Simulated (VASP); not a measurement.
Input of a VASP 6.6.1 run:

File POSCAR:

```
Nb
1.0
   -1.6511317439      1.6511317439      1.6511317439
    1.6511317439     -1.6511317439      1.6511317439
    1.6511317439      1.6511317439     -1.6511317439
Nb
1
Direct
    0.0000000000      0.0000000000      0.0000000000
```

Contents of INCAR.step1:

```
PREC     = Accurate       # precision mode
ENCUT    = 520            # plane-wave cutoff, eV
ISMEAR   = -1             # smearing method
SIGMA    = 0.1            # smearing width, eV
LREAL    = False          # projectors in reciprocal space
LASPH    = True           # aspherical terms in the spheres
NELM     = 60             # most SCF steps
NBANDS   = 12             # bands
GGA      = PE             # functional
ALGO     = Normal         # electronic algorithm
EDIFF    = 1E-4           # SCF threshold, eV
LWAVE    = True           # write WAVECAR
LCHARG   = False          # write CHGCAR
```

The input INCAR.step2:

```
PREC     = Accurate       # precision mode
ENCUT    = 520            # plane-wave cutoff, eV
EDIFF    = 1E-6           # SCF threshold, eV
ISMEAR   = -1             # smearing method
SIGMA    = 0.1            # smearing width, eV
LREAL    = False          # projectors in reciprocal space
LASPH    = True           # aspherical terms in the spheres
NELM     = 60             # most SCF steps
ALGO     = Normal         # electronic algorithm
ISIF     = 2              # what is computed and relaxed
LWAVE    = False          # write WAVECAR
LCHARG   = False          # write CHGCAR
METAGGA  = R2SCAN         # meta-GGA
LMIXTAU  = True         
NBANDS   = 12             # bands
ISTART   = 1
```

The input KPOINTS:

```
regular mesh
0
Gamma
  19 19 19
```

Potentials or basis: VASP PAW PBE potentials, release 64 (Nb_sv).

Launch:

```sh
$ cat potpaw_PBE.64/Nb_sv/POTCAR > POTCAR
$ cp INCAR.step1 INCAR
$ mpirun -np 1 vasp_std > vasp.out
$ cp INCAR.step2 INCAR
$ mpirun -np 1 vasp_std > vasp.out
```

Task: Predict the pressure.

Result: 0.1 GPa.

Caveat: the PAW data sets were made with another functional, which shifts forces and pressure a little.
